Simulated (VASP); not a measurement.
Input of a VASP 6.6.1 run:

File INCAR:

```
  ALGO = Normal
  EDIFF = 1E-6
  ENCUT = 520
  GGA = CA
  ISIF = 2
  ISMEAR = -1
  LASPH = True
  LCHARG = False
  LREAL = False
  LWAVE = False
  NBANDS = 25
  NELM = 100
  PREC = Accurate
  SIGMA = 0.08
```

Contents of KPOINTS:

```
k-points
0
Gamma
  8 8 11
```

POSCAR

```
Zr
1.0
    4.5648144237      0.0000000000      0.0000000000
   -2.2824072118      3.9532452545      0.0000000000
    0.0000000000      0.0000000000      2.8294943106
Zr
3
Direct
    0.0000000000      0.0000000000      0.0000000000
    0.3333333333      0.6666666667      0.5000000000
    0.6666666667      0.3333333333      0.5000000000
```

Potentials or basis: VASP PAW LDA potentials, release 64 (Zr_sv).

Run with:

```bash
$ cat potpaw_LDA.64/Zr_sv/POTCAR > POTCAR
$ mpirun -np 1 vasp_std > vasp.out
```

Question: Predict the band gap on the k mesh.

Answer: Zero (bands 18 and 19 overlap by 1.01 eV).

Question: What does it give for the pressure?

Answer: 38.3 GPa.

Stress tensor (GPa, compression positive):
```
38.34  0.00  0.00
 0.00 38.34  0.00
 0.00  0.00 38.20
```

Caveat: the cell stands under pressure.
